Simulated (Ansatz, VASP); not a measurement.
**MoP3 in VASP and in Ansatz**

```
CELL_PARAMETERS angstrom
3.86211 0.00000 0.00000
0.00000 3.86211 0.00000
0.00000 0.00000 3.86211
ATOMIC_POSITIONS crystal
Mo 0.00000 0.00000 0.00000
P 0.00000 0.50000 0.50000
P 0.50000 0.00000 0.50000
P 0.50000 0.50000 0.00000
```

Alike in both runs: functional PBE; k mesh 4 × 4 × 4; occupations gaussian, width 0.1 eV; no spin polarisation.

Ansatz relaxed the structure, and its values are those at the end. VASP's run is a single point on that final structure, the one shown.

|  | VASP | Ansatz |
| --- | --- | --- |
| version | VASP 6.6.1 | Ansatz 0.2.0 |
| potentials or method | VASP PAW PBE potentials, release 64 (Mo_sv, P), cutoff 520 eV | scalar-relativistic, plane waves, PAW |
| valence electrons in the cell | 29 | 29 |

```csv
,VASP,Ansatz,Ansatz less VASP
gap on the k mesh at the Fermi level (eV),none,none,-
pressure (GPa),-0.1,0.0,+0.04
```

A gap of «none» marks a metal or a gap that the smearing closes.

The k mesh is coarse, so the values compare programs but aren't converged.
